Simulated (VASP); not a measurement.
## C: single point with PBE

The system is C.

```xyz
2
Lattice="0.0000 1.6942 1.9760 1.6942 0.0000 1.9760 1.6942 1.6942 0.0000" Properties=species:S:1:pos:R:3 pbc="T T T"
C     0.0000    0.0000    0.0000
C     0.8471    0.8471    0.9880
```

```json
{
  "Program": "VASP 6.6.1",
  "Task": "single point",
  "Functional": "PBE",
  "Potentials or basis": "VASP PAW PBE potentials, release 64 (C)",
  "Cutoff": "600 eV",
  "k mesh": "10 × 10 × 10",
  "Occupations": "gaussian, width 0.05 eV",
  "Spin": "no spin polarisation"
}
```

| Property | Result |
| --- | --- |
| Pressure | 2.7 GPa |
| Band gap on the k mesh | 2.20 eV, indirect (least direct gap 4.27 eV) |

Stress tensor (GPa, compression positive):
```
  57.41    0.00    0.00
   0.00   57.41    0.00
   0.00    0.00 -106.80
```

Levels at points of the mesh, in eV from the valence-band top:
```tsv
k point	band 2	band 3	band 4	band 5	band 6	band 7
(0.00, 0.00, 0.00)	-2.72	0.00	0.00	4.27	4.27	6.15
(0.50, 0.00, 0.00)	-14.23	-5.16	-2.14	4.50	8.13	10.35
(0.50, 0.50, 0.00)	-15.16	-5.55	-5.55	6.33	6.33	15.08
(0.50, 0.00, 0.50)	-12.81	-7.77	-7.77	2.81	2.81	14.94
```

It took 8.6 s on 1 thread of Intel(R) Xeon(R) Platinum 8259CL CPU @ 2.50GHz (Skylake/Cascade Lake), with other jobs on the host, peak memory 0.13 GiB.

A k mesh can miss the band edges.
